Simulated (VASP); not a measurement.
**HfSi5: single point with PBE**

Crystal: HfSi5.

```
Hf Si
1.0
     0.00000    3.54328    3.54328
     3.54328    0.00000    3.54328
     3.54328    3.54328    0.00000
Hf Si
1 5
Direct
  0.50000 0.50000 0.50000
  0.37403 0.87532 0.87532
  0.87532 0.87532 0.87532
  0.25000 0.25000 0.25000
  0.87532 0.87532 0.37403
  0.87532 0.37403 0.87532
```

The cell was built from a structure type or drawn by symmetry, and may not be a known phase.

```yaml
Program: VASP 6.6.1
Task: single point
Functional: PBE
Potentials_or_basis: VASP PAW PBE potentials, release 64 (Hf_pv, Si)
Cutoff: 520 eV
k_mesh: 4 × 4 × 4
Occupations: gaussian, width 0.1 eV
Spin: no spin polarisation
```

The pressure is -0.2 GPa. The largest force is 0.065 eV/Å and the band gap on the k mesh is zero (bands 15 and 16 overlap by 1.17 eV).

Forces in eV/Å, atoms in the order of the input:
```
Hf   0.000  0.000  0.000
Si  -0.037  0.037  0.037
Si  -0.037 -0.037 -0.037
Si   0.000  0.000  0.000
Si   0.037  0.037 -0.037
Si   0.037 -0.037  0.037
```

Levels at points of the mesh, in eV from the Fermi level:
| k point | band 13 | band 14 | band 15 | band 16 | band 17 | band 18 |
| --- | --- | --- | --- | --- | --- | --- |
| (0.00, 0.00, 0.00) | -3.88 | -3.88 | -0.58 | -0.58 | -0.58 | 2.27 |
| (0.50, 0.00, 0.00) | -2.19 | -1.02 | 0.32 | 0.32 | 0.80 | 2.26 |
| (0.50, 0.50, 0.00) | -1.44 | -1.09 | -0.23 | 0.63 | 0.63 | 1.21 |

It took 41 s on 1 thread of Intel Xeon 8259CL (shared host), peak memory 0.24 GiB.

Caveat: the k points lie up to 0.38 Å⁻¹ apart, too coarse for converged energies and pressures of a metal; spin-orbit coupling is left out, which moves the levels of the heavy elements.
